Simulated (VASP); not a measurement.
Ga3Se:

```xyz
4
Lattice="4.4325 0.0000 0.0000 0.0000 4.4325 0.0000 0.0000 0.0000 4.4325" Properties=species:S:1:pos:R:3 pbc="T T T"
Ga    0.0000    2.2162    2.2162
Ga    2.2162    0.0000    2.2162
Ga    2.2162    2.2162    0.0000
Se    0.0000    0.0000    0.0000
```

| Quantity | Value |
| --- | --- |
| Program | VASP 6.6.1 |
| Task | relaxation of cell and atoms |
| Functional | PBEsol |
| Dispersion | D3(BJ) |
| Potentials or basis | VASP PAW PBE potentials, release 64 (Ga_d, Se) |
| Cutoff | 600 eV |
| k mesh | 10 × 10 × 10 |
| Occupations | gaussian, width 0.1 eV |
| Spin | no spin polarisation |

At the start: pressure -5.8 GPa; volume 21.77 Å³/atom.

How do energy, volume and symmetry change on relaxing?

Over 4 steps the energy falls by 59.9 meV/atom and the volume is 18.87 Å³/atom (-13.3 %); space group Pm-3m (No. 221, to 0.1 Å) before and after.

Step by step:
```
step  energy change (eV)  largest force (eV/Å)  pressure (GPa)  volume (Å³)
   1              0.0000                0.0000           -5.78        87.08
   2             -0.2303                0.0000           -1.56        77.56
   3             -0.2396                0.0000            0.14        75.25
   4             -0.2398                0.0000            0.02        75.47
```

Final structure:
```yaml
crystal:
  lattice:
    - [4.22598, 0.00000, 0.00000]
    - [0.00000, 4.22598, 0.00000]
    - [0.00000, 0.00000, 4.22598]
  atoms:
    - { symbol: Ga, position: [0.00000, 0.50000, 0.50000] }
    - { symbol: Ga, position: [0.50000, 0.00000, 0.50000] }
    - { symbol: Ga, position: [0.50000, 0.50000, 0.00000] }
    - { symbol: Se, position: [0.00000, 0.00000, 0.00000] }
```

Caveat: the PAW data sets were made with another functional, which shifts forces and pressure a little.
